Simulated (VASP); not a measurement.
# HfRe3 (Pm-3m) in VASP: further runs

Runs on HfRe3. Level: PBE. Tasks: single point, relaxation of cell and atoms.

Everything below comes from runs of VASP 6.6.1. Logs are shortened: lines on timing, memory, paths and dates and some standing lists are left out, and cuts for length are marked.

### 1 The cell of the first run

Symmetry: Pm-3m, No. 221, cubic system. Conventional cell: a = 3.941 Å, b = 3.941 Å, c = 3.941 Å, α = 90.00°, β = 90.00°, γ = 90.00°. Hf (site symmetry m-3m) has 12 Re at 2.79 Å within 3.7 Å. Re (site symmetry 4/mmm) has 4 Hf at 2.79 Å and 8 Re at 2.79 Å within 3.7 Å.

### 2 Single point, PBE

Input file INCAR:

```
PREC = Accurate ; ENCUT = 520
EDIFF = 1E-7 ; ISMEAR = 0
SIGMA = 0.1 ; LREAL = F
LASPH = T ; NELM = 60
ALGO = Normal ; ISIF = 2
LWAVE = F ; LCHARG = T
GGA = PE ; LELF = T
LVHAR = T ; NBANDS = 24
```

Input file KPOINTS:

```
Automatic mesh
0
Gamma
  4 4 4
```

Input file POSCAR:

```
HfRe3
1.0
    3.9411952747      0.0000000000      0.0000000000
    0.0000000000      3.9411952747      0.0000000000
    0.0000000000      0.0000000000      3.9411952747
Hf Re
1 3
Direct
    0.0000000000      0.0000000000      0.0000000000
    0.0000000000      0.5000000000      0.5000000000
    0.5000000000      0.0000000000      0.5000000000
    0.5000000000      0.5000000000      0.0000000000
```

Potentials or basis: VASP PAW PBE potentials, release 64 (Hf_pv, Re).

Launch:

```console
$ cat potpaw_PBE.64/Hf_pv/POTCAR potpaw_PBE.64/Re/POTCAR > POTCAR
$ mpirun -np 1 vasp_std > vasp.out
```

OUTCAR:

```text
PREC = Accurate
   ENCUT = 520
   EDIFF = 1E-7
   ISMEAR = 0
   LREAL = F
   LASPH = T
   NELM = 60
   ISIF = 2
   GGA = PE

 ion  position               nearest neighbor table
   1  0.000  0.000  0.000-   2 2.79   3 2.79   4 2.79   2 2.79   3 2.79   2 2.79   4 2.79   2 2.79
                             3 2.79   4 2.79   3 2.79   4 2.79
   2  0.000  0.500  0.500-   1 2.79   3 2.79   4 2.79   1 2.79   4 2.79   1 2.79   3 2.79   1 2.79
                             3 2.79   4 2.79   4 2.79   3 2.79
   3  0.500  0.000  0.500-   1 2.79   2 2.79   4 2.79   1 2.79   4 2.79   2 2.79   4 2.79   4 2.79
                             1 2.79   2 2.79   1 2.79   2 2.79
   4  0.500  0.500  0.000-   1 2.79   2 2.79   3 2.79   2 2.79   3 2.79   1 2.79   3 2.79   3 2.79
                             1 2.79   2 2.79   2 2.79   1 2.79

  LATTYP: Found a simple cubic cell.
 ALAT       =     3.9411952747

  Lattice vectors:

 A1 = (   3.9411952747,   0.0000000000,   0.0000000000)
 A2 = (   0.0000000000,   3.9411952747,   0.0000000000)
 A3 = (   0.0000000000,   0.0000000000,   3.9411952747)

Analysis of symmetry for initial positions (statically):
=====================================================================
 Subroutine PRICEL returns:
 Original cell was already a primitive cell.

 Routine SETGRP: Setting up the symmetry group for a
 simple cubic supercell.

 Subroutine GETGRP returns: Found 48 space group operations
 (whereof 48 operations were pure point group operations)
 out of a pool of 48 trial point group operations.

The static configuration has the point symmetry O_h .

Analysis of symmetry for dynamics (positions and initial velocities):
=====================================================================
 Subroutine PRICEL returns:
 Original cell was already a primitive cell.

 Routine SETGRP: Setting up the symmetry group for a
 simple cubic supercell.

 Subroutine GETGRP returns: Found 48 space group operations
 (whereof 48 operations were pure point group operations)
 out of a pool of 48 trial point group operations.

The dynamic configuration has the point symmetry O_h .

 Subroutine INISYM returns: Found 48 space group operations
 (whereof 48 operations are pure point group operations),
 and found     1 'primitive' translations

----------------------------------------------------------------------------------------

                                     Primitive cell

  volume of cell :      61.2187

  direct lattice vectors                    reciprocal lattice vectors
     3.941195275  0.000000000  0.000000000     0.253730133  0.000000000  0.000000000
     0.000000000  3.941195275  0.000000000     0.000000000  0.253730133  0.000000000
     0.000000000  0.000000000  3.941195275     0.000000000  0.000000000  0.253730133

  length of vectors
     3.941195275  3.941195275  3.941195275     0.253730133  0.253730133  0.253730133

  position of ions in fractional coordinates (direct lattice)
     0.000000000  0.000000000  0.000000000
     0.000000000  0.500000000  0.500000000
     0.500000000  0.000000000  0.500000000
     0.500000000  0.500000000  0.000000000

  ion indices of the primitive-cell ions
   primitive index   ion index
                 1           1
                 2           2
                 3           3
                 4           4

----------------------------------------------------------------------------------------

 KPOINTS: Automatic mesh

Automatic generation of k-mesh.
 Grid dimensions read from file:
 generate k-points for:    4    4    4

 Generating k-lattice:

  Cartesian coordinates                     Fractional coordinates (reciprocal lattice)
     0.063432533  0.000000000  0.000000000     0.250000000  0.000000000  0.000000000
     0.000000000  0.063432533  0.000000000     0.000000000  0.250000000  0.000000000
     0.000000000  0.000000000  0.063432533     0.000000000  0.000000000  0.250000000

  Length of vectors
     0.063432533  0.063432533  0.063432533

  Shift w.r.t. Gamma in fractional coordinates (k-lattice)
[... 44 lines left out ...]
  energy-cutoff  :      520.00
  volume of cell :       61.22
 maximum number of plane-waves:      1671
 NGX is ok and might be reduce to    30
   NGX = 15   NGY = 15   NGZ = 15

 number of electron      30.9999999 magnetization

 Free energy of the ion-electron system (eV)
  ---------------------------------------------------
  ext. energy  EPLUGINS =         0.00000000
  ---------------------------------------------------
  free energy    TOTEN  =       -46.11992810 eV

  energy without entropy =      -46.07215094  energy(sigma->0) =      -46.09603952

 E-fermi :   7.3512     XC(G=0): -13.4050

 val. band max:        7.3067453283   @ k =   0.5000   0.5000   0.0000
 cond. band min:       7.3541354284   @ k =   0.5000   0.5000   0.0000
 fundamental gap:      0.0473901001
 Fermi energy:         7.3512211865

 k-point     1 :       0.0000    0.0000    0.0000
  band No.  band energies     occupation
      1     -21.9640      2.00000
      2     -21.9640      2.00000
      3     -21.9640      2.00000
      4      -1.8531      2.00000
      5       1.3529      2.00000
      6       1.5046      2.00000
[... 16 lines left out ...]
     23      13.8343      0.00000
     24      13.8343      0.00000

 k-point     2 :       0.2500    0.0000    0.0000
  band No.  band energies     occupation
      1     -22.0156      2.00000
      2     -21.9749      2.00000
      3     -21.9749      2.00000
      4      -0.9023      2.00000
      5       1.7972      2.00000
      6       2.1415      2.00000
[... 16 lines left out ...]
     23      12.4383      0.00000
     24      13.0775      0.00000

 k-point     3 :       0.5000    0.0000    0.0000
  band No.  band energies     occupation
      1     -22.0664      2.00000
      2     -21.9857      2.00000
      3     -21.9857      2.00000
      4       1.0220      2.00000
      5       1.4838      2.00000
      6       3.0976      2.00000
[... 16 lines left out ...]
     23      12.0578      0.00000
     24      12.5013      0.00000
[... 136 lines left out ...]
 k-point     9 :       0.5000    0.5000    0.2500
  band No.  band energies     occupation
      1     -22.0162      2.00000
      2     -22.0162      2.00000
      3     -22.0024      2.00000
      4       1.9261      2.00000
      5       1.9380      2.00000
      6       1.9380      2.00000
[... 16 lines left out ...]
     23      12.7504      0.00000
     24      12.9151      0.00000

 k-point    10 :       0.5000    0.5000    0.5000
  band No.  band energies     occupation
      1     -21.9991      2.00000
      2     -21.9991      2.00000
      3     -21.9991      2.00000
      4       1.2965      2.00000
      5       1.2965      2.00000
      6       1.2965      2.00000
[... 16 lines left out ...]
     23      13.3899      0.00000
     24      13.3906      0.00000

------------------------ aborting loop because EDIFF is reached ----------------------------------------

  FORCE on cell =-STRESS in cart. coord.  units (eV):
  Direction    XX          YY          ZZ          XY          YZ          ZX
  --------------------------------------------------------------------------------------
  -------------------------------------------------------------------------------------
  Total        8.0960212      8.0960212      8.0960212     -0.0000000      0.0000000     -0.0000000
  in kB      211.8840958    211.8840958    211.8840958     -0.0000000      0.0000000     -0.0000000
  external PRESSURE =     211.8840958 kB  Pullay stress =       0.0000000 kB

 VOLUME and BASIS-vectors are now :
 -----------------------------------------------------------------------------
  energy-cutoff  :      520.00
  volume of cell :       61.22
      direct lattice vectors                 reciprocal lattice vectors
     3.941195275  0.000000000  0.000000000     0.253730133  0.000000000  0.000000000
     0.000000000  3.941195275  0.000000000     0.000000000  0.253730133  0.000000000
     0.000000000  0.000000000  3.941195275     0.000000000  0.000000000  0.253730133

 POSITION                                       TOTAL-FORCE (eV/Angst)
 -----------------------------------------------------------------------------------
      0.00000      0.00000      0.00000         0.000000      0.000000      0.000000
      0.00000      1.97060      1.97060         0.000000      0.000000      0.000000
      1.97060      0.00000      1.97060         0.000000      0.000000      0.000000
      1.97060      1.97060      0.00000         0.000000      0.000000      0.000000
 -----------------------------------------------------------------------------------
    total drift:                                0.000000      0.000000     -0.000000

  FREE ENERGIE OF THE ION-ELECTRON SYSTEM (eV)
  ---------------------------------------------------
  free  energy   TOTEN  =       -46.1199280974 eV

  energy  without entropy=      -46.0721509388  energy(sigma->0) =      -46.09603952
```

Wall time 27 s (1 thread of Intel Xeon 6975P-C, shared host); peak memory 0.17 GiB.

Results:

| Property | Result |
| --- | --- |
| Free energy | -46.1199 eV |
| Pressure | 21.2 GPa |

Caveat: the k points lie up to 0.40 Å⁻¹ apart; spin-orbit coupling is left out, which moves the levels of the heavy elements.

### 3 Single point, PBE

This run uses another cell than the first one, of 16.41 Å³/atom, 1.072 times its volume.

Input file INCAR:

```
SYSTEM = HfRe3
PREC = Accurate
ENCUT = 520
EDIFF = 1E-6
ISMEAR = 0
SIGMA = 0.1
LREAL = .FALSE.
LASPH = .TRUE.
NELM = 60
ALGO = Normal
ISIF = 2
LWAVE = .FALSE.
LCHARG = .FALSE.
GGA = PE
NBANDS = 24
```

Input file KPOINTS:

```
regular mesh
0
G
  4 4 4
  0 0 0
```

Input file POSCAR:

```
HfRe3
1.0
    4.0340756459      0.0000000000      0.0000000000
    0.0000000000      4.0340756459      0.0000000000
    0.0000000000      0.0000000000      4.0340756459
Hf Re
1 3
Direct
    0.0000000000      0.0000000000      0.0000000000
    0.0000000000      0.5000000000      0.5000000000
    0.5000000000      0.0000000000      0.5000000000
    0.5000000000      0.5000000000      0.0000000000
```

Potentials or basis: VASP PAW PBE potentials, release 64 (Hf_pv, Re).

Launch:

```console
$ cat potpaw_PBE.64/Hf_pv/POTCAR potpaw_PBE.64/Re/POTCAR > POTCAR
$ mpirun -np 1 vasp_std > vasp.out
```

Wall time 26 s (1 thread of Intel Xeon 6975P-C, shared host); peak memory 0.17 GiB.

The run converged. Its results:

```
Free energy : -46.3877 eV
Pressure    : -0.7 GPa
```

Levels at points of the mesh, in eV from the Fermi level:
```csv
k point,band 12,band 13,band 14,band 15,band 16,band 17,band 18,band 19
"(0.00, 0.00, 0.00)",-0.75,-0.75,1.87,1.87,3.19,3.19,3.19,3.53
"(0.50, 0.00, 0.00)",-1.97,-1.97,-0.75,-0.33,0.40,0.67,0.67,2.34
"(0.50, 0.50, 0.00)",-1.97,-1.97,-1.86,-0.93,-0.03,0.00,0.00,1.14
"(0.50, 0.50, 0.50)",-0.94,-0.94,-0.23,-0.23,0.24,1.05,1.05,1.05
```

Caveat: the k points lie up to 0.39 Å⁻¹ apart; spin-orbit coupling is left out, which moves the levels of the heavy elements.

### 4 Relaxation of cell and atoms, PBE

Input file INCAR:

```
ALGO = Normal ; EDIFF = 1E-7
EDIFFG = -0.04 ; ENCUT = 600
GGA = PE ; IBRION = 2
ISIF = 3 ; ISMEAR = 0
LASPH = True ; LCHARG = False
LREAL = False ; LWAVE = False
NELM = 80 ; NSW = 90
PREC = Accurate ; SIGMA = 0.1
```

Input file KPOINTS:

```
k-points
0
Gamma
  4 4 4
```

Input file POSCAR:

```
HfRe3
1.0
    3.9411952747      0.0000000000      0.0000000000
    0.0000000000      3.9411952747      0.0000000000
    0.0000000000      0.0000000000      3.9411952747
Hf Re
1 3
Direct
    0.0000000000      0.0000000000      0.0000000000
    0.0000000000      0.5000000000      0.5000000000
    0.5000000000      0.0000000000      0.5000000000
    0.5000000000      0.5000000000      0.0000000000
```

Launch:

```console
$ cat potpaw_PBE.64/Hf_pv/POTCAR potpaw_PBE.64/Re/POTCAR > POTCAR
$ mpirun -np 1 vasp_std > vasp.out
```

Wall time 73 s (1 thread of Intel Xeon 6975P-C, shared host); peak memory 0.19 GiB.

Results (log left out):

- Free energy: -46.3897 eV
- Relaxed volume: 16.38 Å³/atom
- Relaxed cell: a = 4.031 Å, b = 4.031 Å, c = 4.031 Å, α = 90.00°, β = 90.00°, γ = 90.00°
- Space group after relaxing (to 0.05 Å): Pm-3m (No. 221)
- Energy gained by relaxing: 66.7 meV/atom
- Ionic steps: 4
- Pressure after relaxing: -0.1 GPa

Step by step:
```
step  energy change (eV)  largest force (eV/Å)  pressure (GPa)  volume (Å³)
   1              0.0000                0.0000           21.27        61.22
   2              1.8679                0.0000          -36.08        81.04
   3             -0.2646                0.0000           -1.61        65.88
   4             -0.2667                0.0000           -0.14        65.52
```

Final structure:
```
CELL_PARAMETERS angstrom
4.03139 0.00000 0.00000
0.00000 4.03139 0.00000
0.00000 0.00000 4.03139
ATOMIC_POSITIONS crystal
Hf 0.00000 0.00000 0.00000
Re 0.00000 0.50000 0.50000
Re 0.50000 0.00000 0.50000
Re 0.50000 0.50000 0.00000
```

Levels at points of the mesh, in eV from the Fermi level:
```tsv
k point	band 13	band 14	band 15	band 16	band 17	band 18
(0.00, 0.00, 0.00)	-0.75	1.88	1.88	3.20	3.20	3.20
(0.50, 0.00, 0.00)	-1.98	-0.75	-0.33	0.41	0.67	0.67
(0.50, 0.50, 0.00)	-1.97	-1.87	-0.93	-0.03	0.00	0.00
(0.50, 0.50, 0.50)	-0.95	-0.24	-0.24	0.25	1.06	1.06
```

Caveat: the k points lie up to 0.39 Å⁻¹ apart in the final cell; spin-orbit coupling is left out, which moves the levels of the heavy elements.

### 5 Single point, PBE

This run uses another cell than the first one, of 16.36 Å³/atom, 1.069 times its volume.

Input file INCAR:

```
SYSTEM = HfRe3
PREC = Accurate
ENCUT = 520
EDIFF = 1E-6
ISMEAR = 0
SIGMA = 0.1
LREAL = .False.
LASPH = .True.
NELM = 60
ALGO = Fast
ISIF = 2
LWAVE = .False.
LCHARG = .True.
GGA = PE
LELF = .True.
LVHAR = .True.
NBANDS = 24
```

Input file KPOINTS:

```
regular mesh
0
Gamma
  12 12 12
  0 0 0
```

Input file POSCAR:

```
HfRe3
1.0
    4.0298598544      0.0000000000      0.0000000000
    0.0000000000      4.0298598544      0.0000000000
    0.0000000000      0.0000000000      4.0298598544
Hf Re
1 3
Direct
    0.0000000000      0.0000000000      0.0000000000
    0.0000000000      0.5000000000      0.5000000000
    0.5000000000      0.0000000000      0.5000000000
    0.5000000000      0.5000000000      0.0000000000
```

Launch:

```console
$ cat potpaw_PBE.64/Hf_pv/POTCAR potpaw_PBE.64/Re/POTCAR > POTCAR
$ mpirun -np 1 vasp_std > vasp.out
```

Wall time 3.3 min (1 thread of Intel Xeon 6975P-C, shared host); peak memory 0.26 GiB.

Results (log left out):

```yaml
Free_energy: -46.4924 eV
Pressure: -0.7 GPa
```

Levels at points of the mesh, in eV from the Fermi level:
| k point | band 12 | band 13 | band 14 | band 15 | band 16 | band 17 | band 18 | band 19 |
| --- | --- | --- | --- | --- | --- | --- | --- | --- |
| (0.00, 0.00, 0.00) | -0.83 | -0.83 | 1.82 | 1.82 | 3.14 | 3.14 | 3.14 | 3.47 |
| (0.50, 0.00, 0.00) | -2.05 | -2.05 | -0.83 | -0.39 | 0.33 | 0.60 | 0.60 | 2.29 |
| (0.50, 0.50, 0.00) | -2.04 | -2.04 | -1.93 | -1.01 | -0.11 | -0.06 | -0.06 | 1.07 |
| (0.50, 0.50, 0.50) | -1.01 | -1.01 | -0.31 | -0.31 | 0.19 | 0.98 | 0.98 | 0.98 |

Caveat: spin-orbit coupling is left out, which moves the levels of the heavy elements.

### 6 Relaxation of cell and atoms, PBE

This run uses another cell than the first one, of 16.41 Å³/atom, 1.072 times its volume.

Input file INCAR:

```
PREC = Accurate
ENCUT = 600
EDIFF = 1E-6
ISMEAR = 0
SIGMA = 0.1
LREAL = F
LASPH = T
NELM = 60
ALGO = Fast
ISIF = 3
LWAVE = F
LCHARG = F
GGA = PE
IBRION = 2
NSW = 100
EDIFFG = -0.01
```

Input file KPOINTS:

```
regular mesh
0
Gamma
  12 12 12
```

Input file POSCAR:

```
HfRe3
1.0
    4.0340756459      0.0000000000      0.0000000000
    0.0000000000      4.0340756459      0.0000000000
    0.0000000000      0.0000000000      4.0340756459
Hf Re
1 3
Direct
    0.0000000000      0.0000000000      0.0000000000
    0.0000000000      0.5000000000      0.5000000000
    0.5000000000      0.0000000000      0.5000000000
    0.5000000000      0.5000000000      0.0000000000
```

Potentials or basis: VASP PAW PBE potentials, release 64 (Hf_pv, Re).

Launch:

```console
$ cat potpaw_PBE.64/Hf_pv/POTCAR potpaw_PBE.64/Re/POTCAR > POTCAR
$ mpirun -np 1 vasp_std > vasp.out
```

It took 7 min on 1 thread of Intel Xeon 6975P-C, shared host; peak memory 0.3 GiB.

It converged, with:

| Quantity | Value |
| --- | --- |
| Free energy | -46.4956 eV |
| Relaxed volume | 16.33 Å³/atom |
| Relaxed cell | a = 4.027 Å, b = 4.027 Å, c = 4.027 Å, α = 90.00°, β = 90.00°, γ = 90.00° |
| Space group after relaxing (to 0.05 Å) | Pm-3m (No. 221) |
| Energy gained by relaxing | 0.4 meV/atom |
| Ionic steps | 3 |
| Pressure after relaxing | 0.0 GPa |

The path:
```csv
step,energy change (eV),largest force (eV/Å),pressure (GPa),volume (Å³)
1,0.0000,0.0000,-1.39,65.65
2,0.0115,0.0000,4.29,64.31
3,-0.0015,0.0000,0.05,65.31
```

Final structure:
```yaml
crystal:
  lattice:
    - [4.02701, 0.00000, 0.00000]
    - [0.00000, 4.02701, 0.00000]
    - [0.00000, 0.00000, 4.02701]
  atoms:
    - { symbol: Hf, position: [0.00000, 0.00000, 0.00000] }
    - { symbol: Re, position: [0.00000, 0.50000, 0.50000] }
    - { symbol: Re, position: [0.50000, 0.00000, 0.50000] }
    - { symbol: Re, position: [0.50000, 0.50000, 0.00000] }
```

Levels at points of the mesh, in eV from the Fermi level:
```tsv
k point	band 12	band 13	band 14	band 15	band 16	band 17	band 18	band 19
(0.00, 0.00, 0.00)	-0.83	-0.83	1.83	1.83	3.15	3.15	3.15	3.50
(0.50, 0.00, 0.00)	-2.05	-2.05	-0.83	-0.39	0.33	0.60	0.60	2.49
(0.50, 0.50, 0.00)	-2.05	-2.05	-1.94	-1.02	-0.12	-0.06	-0.06	1.10
(0.50, 0.50, 0.50)	-1.01	-1.01	-0.31	-0.31	0.20	0.99	0.99	0.99
```

Caveat: spin-orbit coupling is left out, which moves the levels of the heavy elements.

### 7 The runs side by side

| task | cell | k mesh | cutoff (eV) | gap on the mesh (eV) | pressure (GPa) | relaxed volume (Å³/atom) |
| --- | --- | --- | --- | --- | --- | --- |
| single point | a = 3.941 Å, 4 atoms | 4 × 4 × 4 | 520 | none | 21.2 | - |
| single point | a = 4.034 Å, 4 atoms | 4 × 4 × 4 | 520 | none | -0.7 | - |
| relaxation of cell and atoms | relaxed from a = 3.941 Å, 4 atoms | 4 × 4 × 4 | 600 | none | -0.1 | 16.38 |
| single point | a = 4.030 Å, 4 atoms | 12 × 12 × 12 | 520 | none | -0.7 | - |
| relaxation of cell and atoms | relaxed from a = 4.034 Å, 4 atoms | 12 × 12 × 12 | 600 | none | 0.0 | 16.33 |

Alike in all rows: level PBE; potentials or basis VASP PAW PBE potentials, release 64 (Hf_pv, Re); no spin polarisation; smearing gaussian 0.1 eV.

Caveats: some runs use coarse meshes; spin-orbit coupling is left out, which moves the levels of the heavy elements.

Total energies depend on the potentials used, so only differences within one code and one set of settings carry meaning.
